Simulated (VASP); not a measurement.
# Mg3Te (P1) in VASP: settings compared, part 2 of 2

VASP 6.6.1. The steps go on from the part before.

## 3. Single point, PBE

INCAR reads:

```
SYSTEM = Mg3Te
ALGO = Normal
EDIFF = 1E-6
ENCUT = 520
GGA = PE
ISIF = 2
ISMEAR = 0
LASPH = .True.
LCHARG = .False.
LREAL = .False.
LWAVE = .False.
NBANDS = 14
NELM = 80
PREC = Accurate
SIGMA = 0.1
```

KPOINTS reads:

```
k-points
0
Gamma
  5 5 6
  0 0 0
```

POSCAR reads:

```
Mg3Te
1.0
   -2.1393600000      2.1393600000      5.2824880000
    2.1393600000     -2.1393600000      5.2824880000
    2.1393600000      2.1393600000     -5.2824880000
Te Mg
1 3
Direct
    0.0041340000     -0.0009310000      0.0022340000
    0.2489900000      0.7589190000      0.5030360000
    0.7536050000      0.2463450000      0.4984110000
    0.4911550000      0.5146360000      0.0038850000
```

Potentials or basis: VASP PAW PBE potentials, release 64 (Te, Mg).

Run with:

```bash
> cat potpaw_PBE.64/Te/POTCAR potpaw_PBE.64/Mg/POTCAR > POTCAR
> mpirun -np 1 vasp_std > vasp.out
```

OUTCAR:

```text
SYSTEM = Mg3Te
   EDIFF = 1E-6
   ENCUT = 520
   GGA = PE
   ISIF = 2
   ISMEAR = 0
   LASPH = .True.
   LREAL = .False.
   NELM = 80
   PREC = Accurate

 ion  position               nearest neighbor table
   1  0.004  0.999  0.002-   4 2.94   4 3.02   4 3.03   4 3.11   2 3.36   3 3.39   2 3.39   3 3.40
                             2 3.40   3 3.40   3 3.40   2 3.44
   2  0.249  0.759  0.503-   3 2.97   3 3.01   3 3.04   3 3.08   1 3.36   4 3.37   1 3.39   4 3.39
                             1 3.40   4 3.41   4 3.43   1 3.44
[... 637 lines left out ...]
  --------------------------------------------------------------------------------------
  -------------------------------------------------------------------------------------
  Total        0.0518498      0.0219147      0.0381457     -0.0058415      0.0764336      0.0668755
  in kB        0.8589958      0.3630619      0.6319609     -0.0967767      1.2662770      1.1079274
  external PRESSURE =       0.6180062 kB  Pullay stress =       0.0000000 kB

 VOLUME and BASIS-vectors are now :
 -----------------------------------------------------------------------------
  energy-cutoff  :      520.00
  volume of cell :       96.71
      direct lattice vectors                 reciprocal lattice vectors
    -2.139360000  2.139360000  5.282488000     0.000000000  0.233714756  0.094652368
     2.139360000 -2.139360000  5.282488000     0.233714756  0.000000000  0.094652368
     2.139360000  2.139360000 -5.282488000     0.233714756  0.233714756  0.000000000

 POSITION                                       TOTAL-FORCE (eV/Angst)
 -----------------------------------------------------------------------------------
      2.13330     -2.12374      5.28761         0.132609     -0.118345      0.011824
      2.16710     -0.01475      2.66699        -0.124659      0.079258     -0.020247
     -0.01893      2.15149      2.64937         0.153813     -0.100019     -0.006037
      0.05855     -0.04192      5.29256        -0.161763      0.139106      0.014461
 -----------------------------------------------------------------------------------
    total drift:                               -0.000008      0.000010     -0.000017

  FREE ENERGIE OF THE ION-ELECTRON SYSTEM (eV)
  ---------------------------------------------------
  free  energy   TOTEN  =        -8.2985588223 eV

  energy  without entropy=       -8.2885259033  energy(sigma->0) =       -8.29354236
```

OSZICAR:

```text
N       E                     dE             d eps       ncg     rms          rms(c)
DAV:   1     0.185396041246E+02    0.18540E+02   -0.37760E+03  2128   0.633E+02
DAV:   2    -0.690818745595E+01   -0.25448E+02   -0.23750E+02  2684   0.848E+01
DAV:   3    -0.838816093816E+01   -0.14800E+01   -0.14665E+01  2814   0.178E+01
DAV:   4    -0.840328591716E+01   -0.15125E-01   -0.15121E-01  2464   0.233E+00
DAV:   5    -0.840349626354E+01   -0.21035E-03   -0.21034E-03  2836   0.298E-01    0.574E+00
DAV:   6    -0.832567953817E+01    0.77817E-01   -0.89771E-02  2452   0.121E+00    0.356E+00
DAV:   7    -0.830126331079E+01    0.24416E-01   -0.69928E-02  2692   0.110E+00    0.418E-01
DAV:   8    -0.829865594429E+01    0.26074E-02   -0.84474E-03  2290   0.421E-01    0.236E-01
DAV:   9    -0.829856291589E+01    0.93028E-04   -0.10661E-03  2722   0.157E-01    0.690E-02
DAV:  10    -0.829856129187E+01    0.16240E-05   -0.14315E-05  2608   0.219E-02    0.373E-02
DAV:  11    -0.829855869428E+01    0.25976E-05   -0.65465E-06  2614   0.117E-02    0.225E-02
DAV:  12    -0.829855882226E+01   -0.12799E-06   -0.77439E-07  1466   0.382E-03
   1 F= -.82985588E+01 E0= -.82935424E+01  d E =-.100329E-01
```

stdout:

```text
POSCAR found type information on POSCAR TeMg
 POSCAR found :  2 types and       4 ions
 scaLAPACK will be used
 LDA part: xc-table for (Slater+PW92), standard interpolation
 -----------------------------------------------------------------------------
|                                                                             |
|           W    W    AA    RRRRR   N    N  II  N    N   GGGG   !!!           |
|           W    W   A  A   R    R  NN   N  II  NN   N  G    G  !!!           |
|           W    W  A    A  R    R  N N  N  II  N N  N  G       !!!           |
|           W WW W  AAAAAA  RRRRR   N  N N  II  N  N N  G  GGG   !            |
|           WW  WW  A    A  R   R   N   NN  II  N   NN  G    G                |
|           W    W  A    A  R    R  N    N  II  N    N   GGGG   !!!           |
|                                                                             |
|     Your reciprocal lattice and k-lattice belong to different lattice       |
|     classes:                                                                |
|                                                                             |
|        The reciprocal lattice is body-centered tetragonal,                  |
|        whereas your k-lattice is base-centered monoclinic.                  |
|                                                                             |
|     Results are often still useful ...                                      |
|                                                                             |
 -----------------------------------------------------------------------------

 POSCAR, INCAR and KPOINTS ok, starting setup
 FFT: planning ... GRIDC
 FFT: planning ... GRID_SOFT
 FFT: planning ... GRID
 WAVECAR not read
 entering main loop
```

It took 2.2 min on 1 thread of Intel Xeon 6975P-C, shared host; peak memory 0.37 GiB.

Results:

| Quantity | Value |
| --- | --- |
| Free energy | -8.2986 eV |
| Pressure | 0.1 GPa |
| Largest force | 0.214 eV/Å |
| Band gap on the k mesh | zero (band 6 reaches 4.99 eV, above the bottom of band 7 at 3.57 eV) |

Forces in eV/Å, atoms in the order of the input:
```
Te   0.133 -0.118  0.012
Mg  -0.125  0.079 -0.020
Mg   0.154 -0.100 -0.006
Mg  -0.162  0.139  0.014
```

Stress tensor (GPa, compression positive):
```
 0.09 -0.01  0.11
-0.01  0.04  0.13
 0.11  0.13  0.06
```

Levels at points of the mesh, in eV from the Fermi level:
```tsv
k point	band 4	band 5	band 6	band 7	band 8	band 9
(0.00, 0.00, 0.00)	-2.59	-2.57	0.33	1.26	1.61	1.62
(0.00, 0.00, 0.50)	-3.54	-2.52	-1.50	-0.09	0.99	1.16
```

Caveat: spin-orbit coupling is left out, which moves the levels of the heavy elements.

## 4. Single point, PBEsol

INCAR reads:

```
SYSTEM = Mg3Te
PREC     = Accurate       ! precision mode
ENCUT    = 520            ! plane-wave cutoff, eV
EDIFF    = 1E-7           ! SCF threshold, eV
ISMEAR   = -1             ! smearing method
SIGMA    = 0.05           ! smearing width, eV
LREAL    = .FALSE.        ! projectors in reciprocal space
LASPH    = .TRUE.         ! aspherical terms in the spheres
NELM     = 100            ! most SCF steps
ALGO     = Fast           ! electronic algorithm
ISIF     = 2              ! what is computed and relaxed
LWAVE    = .FALSE.        ! write WAVECAR
LCHARG   = .TRUE.         ! write CHGCAR
GGA      = PS             ! functional
LELF     = .TRUE.         ! ELF
LVHAR    = .TRUE.       
NBANDS   = 14             ! bands
```

KPOINTS reads:

```
Automatic mesh
0
G
  5 5 6
  0 0 0
```

POSCAR is that of step 3.

Run with:

```bash
> cat potpaw_PBE.64/Te/POTCAR potpaw_PBE.64/Mg/POTCAR > POTCAR
> mpirun -np 1 vasp_std > vasp.out
```

Wall time 2.9 min (1 thread of Intel Xeon 6975P-C, shared host); peak memory 0.38 GiB.

Results (log left out):

| Property | Result |
| --- | --- |
| Free energy | -9.4066 eV |
| Pressure | -1.1 GPa |
| Largest force | 0.208 eV/Å |
| Band gap on the k mesh | zero (band 6 reaches 4.93 eV, above the bottom of band 7 at 3.50 eV) |

Forces in eV/Å, atoms in the order of the input:
```
Te   0.128 -0.114  0.011
Mg  -0.123  0.078 -0.019
Mg   0.153 -0.099 -0.006
Mg  -0.157  0.135  0.014
```

Stress tensor (GPa, compression positive):
```
-1.04 -0.01  0.11
-0.01 -1.09  0.12
 0.11  0.12 -1.08
```

Levels at points of the mesh, in eV from the Fermi level:
```
           k point  band 3  band 4  band 5  band 6  band 7  band 8  band 9  band 10
(0.00, 0.00, 0.00)   -4.17   -2.60   -2.59    0.31    1.26    1.60    1.61     1.77
(0.00, 0.00, 0.50)   -4.78   -3.56   -2.52   -1.50   -0.09    1.00    1.14     1.66
```

Caveat: the PAW data sets were made with another functional, which shifts forces and pressure a little; spin-orbit coupling is left out, which moves the levels of the heavy elements.
